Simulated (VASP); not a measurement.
A run of VASP 6.6.1 is set up as follows.

The input POSCAR:

```
BaRe
1.0
    3.6545066882      0.0000000000      0.0000000000
    0.0000000000      3.6545066882      0.0000000000
    0.0000000000      0.0000000000      3.6545066882
Ba Re
1 1
Direct
    0.0000000000      0.0000000000      0.0000000000
    0.5000000000      0.5000000000      0.5000000000
```

Contents of INCAR.step1:

```
PREC = Accurate ; ENCUT = 610
ISMEAR = 0 ; SIGMA = 0.05
LREAL = False ; LASPH = True
NELM = 120 ; NBANDS = 20
GGA = PE ; ALGO = Normal
EDIFF = 1E-5 ; LWAVE = True
LCHARG = False ; GGA_COMPAT = False
```

Contents of INCAR.step2:

```
PREC = Accurate ; ENCUT = 610
EDIFF = 1E-6 ; ISMEAR = 0
SIGMA = 0.05 ; LREAL = False
LASPH = True ; NELM = 120
ALGO = Normal ; ISIF = 2
LWAVE = False ; LCHARG = True
METAGGA = R2SCAN ; LMIXTAU = True
LELF = True ; LVHAR = True
NBANDS = 20 ; ISTART = 1
GGA_COMPAT = False
```

The input KPOINTS:

```
regular mesh
0
Gamma
  10 10 10
```

Potentials or basis: VASP PAW PBE potentials, release 64 (Ba_sv, Re_sv_GW).

Command:

```bash
$ cat potpaw_PBE.64/Ba_sv/POTCAR potpaw_PBE.64/Re_sv_GW/POTCAR > POTCAR
$ cp INCAR.step1 INCAR
$ mpirun -np 1 vasp_std > vasp.out
$ cp INCAR.step2 INCAR
$ mpirun -np 1 vasp_std > vasp.out
```

(1) What does it give for the pressure?

(2) Estimate the band gap on the k mesh.

## Answers

(1) 4.2 GPa.

(2) zero (an odd number of electrons rules out a gap without spin polarisation).

Caveat: the cell stands under pressure; the PAW data sets were made with another functional, which shifts forces and pressure a little; spin-orbit coupling is left out, which moves the levels of the heavy elements.
